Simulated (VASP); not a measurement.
# BeS: relaxation of cell and atoms with r2SCAN

Crystal: BeS.

```xyz
2
Lattice="0.0000 2.4342 2.4342 2.4342 0.0000 2.4342 2.4342 2.4342 0.0000" Properties=species:S:1:pos:R:3 pbc="T T T"
Be    0.0000    0.0000    0.0000
S     3.6513    3.6513    3.6513
```

| Quantity | Value |
| --- | --- |
| Program | VASP 6.6.1 |
| Task | relaxation of cell and atoms |
| Functional | r2SCAN |
| Potentials or basis | VASP PAW PBE potentials, release 64 (Be, S) |
| Cutoff | 600 eV |
| k mesh | 8 × 8 × 8 |
| Occupations | gaussian, width 0.01 eV |
| Spin | no spin polarisation |
| Target pressure | 2 GPa |
| Dipole correction | no |
| Further INCAR settings | ALGO = Normal; EDIFF = 1e-06; IBRION = 2; EDIFFG = -0.002; NSW = 100; ISIF = 3 |

```
Relaxed volume                                         : 14.19 Å³/atom
Relaxed cell                                           : a = 3.424 Å, b = 3.424 Å, c = 3.424 Å, α = 60.00°, β = 60.00°, γ = 60.00°
Space group after relaxing (to 0.05 Å)                 : F-43m (No. 216)
Energy change on relaxing (the enthalpy is what falls) : +1.6 meV/atom
Ionic steps                                            : 4
Pressure after relaxing                                : 2.0 GPa
Band gap on the k mesh                                 : 3.56 eV, indirect (least direct gap 6.25 eV)
```

Step by step:
| step | energy change (eV) | largest force (eV/Å) | pressure (GPa) | volume (Å³) |
| --- | --- | --- | --- | --- |
| 1 | 0.0000 | 0.0000 | 0.31 | 28.85 |
| 2 | 0.0056 | 0.0000 | 2.57 | 28.22 |
| 3 | 0.0034 | 0.0000 | 2.02 | 28.37 |
| 4 | 0.0033 | 0.0000 | 1.98 | 28.38 |

Final structure:
```yaml
crystal:
  lattice:
    - [0.00000, 2.42092, 2.42092]
    - [2.42092, 0.00000, 2.42092]
    - [2.42092, 2.42092, 0.00000]
  atoms:
    - { symbol: Be, position: [0.00000, 0.00000, 0.00000] }
    - { symbol: S, position: [0.75000, 0.75000, 0.75000] }
```

Levels at points of the mesh, in eV from the valence-band top:
| k point | band 1 | band 2 | band 3 | band 4 | band 5 | band 6 | band 7 | band 8 |
| --- | --- | --- | --- | --- | --- | --- | --- | --- |
| (0.00, 0.00, 0.00) | -14.33 | 0.00 | 0.00 | 0.00 | 6.25 | 6.25 | 6.25 | 6.73 |
| (0.50, 0.00, 0.00) | -12.64 | -5.99 | -1.07 | -1.07 | 6.12 | 7.14 | 7.14 | 12.09 |
| (0.50, 0.50, 0.00) | -12.06 | -5.22 | -2.73 | -2.73 | 3.56 | 5.38 | 13.91 | 13.91 |

Run time: 93 s on 1 thread of Intel(R) Xeon(R) 6975P-C (Granite Rapids), on a shared host, peak memory 0.16 GiB.

Caveat: the cell is relaxed towards a set pressure, so the enthalpy falls and the energy may rise; the PAW data sets were made with another functional, which shifts forces and pressure a little. r2SCAN opens gaps a little over a GGA but as a rule still falls short of measured ones.
